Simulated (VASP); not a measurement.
Input of a VASP 6.6.1 run:

File INCAR:

```
SYSTEM = CoO
PREC = Accurate ; ENCUT = 520
EDIFF = 1E-6 ; ISMEAR = 0
SIGMA = 0.1 ; LREAL = .FALSE.
LASPH = .TRUE. ; NELM = 100
ALGO = Normal ; ISIF = 2
LWAVE = .FALSE. ; LCHARG = .TRUE.
GGA = PS ; LELF = .TRUE.
LVHAR = .TRUE. ; NBANDS = 23
```

Contents of KPOINTS:

```
regular mesh
0
G
  18 18 8
  0 0 0
```

Contents of POSCAR:

```
CoO
1.0
    3.1976457435      0.0000000000      0.0000000000
   -1.5988228718      2.7692424462      0.0000000000
    0.0000000000      0.0000000000      5.2287097100
Co O
2 2
Direct
    0.0000000000      0.0000000000      0.0034741400
    0.3333333333      0.6666666667      0.5033624100
    0.0000000000      0.0000000000      0.3716088500
    0.3333333333      0.6666666667      0.8715556000
```

Potentials or basis: VASP PAW PBE potentials, release 64 (Co, O).

Command:

```bash
$ cat potpaw_PBE.64/Co/POTCAR potpaw_PBE.64/O/POTCAR > POTCAR
$ mpirun -np 1 vasp_std > vasp.out
```

(1) Estimate the largest force.

(2) Estimate the band gap on the k mesh.

(3) Predict the pressure.

## Answers

(1) 0.094 eV/Å.

(2) zero (bands 15 and 16 overlap by 1.26 eV).

(3) -22.2 GPa.

Caveat: the stress differs along the axes, from -25 to -17 GPa; the PAW data sets were made with another functional, which shifts forces and pressure a little; the run has no spin polarisation, though such a crystal can be magnetic; semilocal functionals often make such compounds metallic where correlation or magnetic order opens a gap, which also shifts bond lengths.
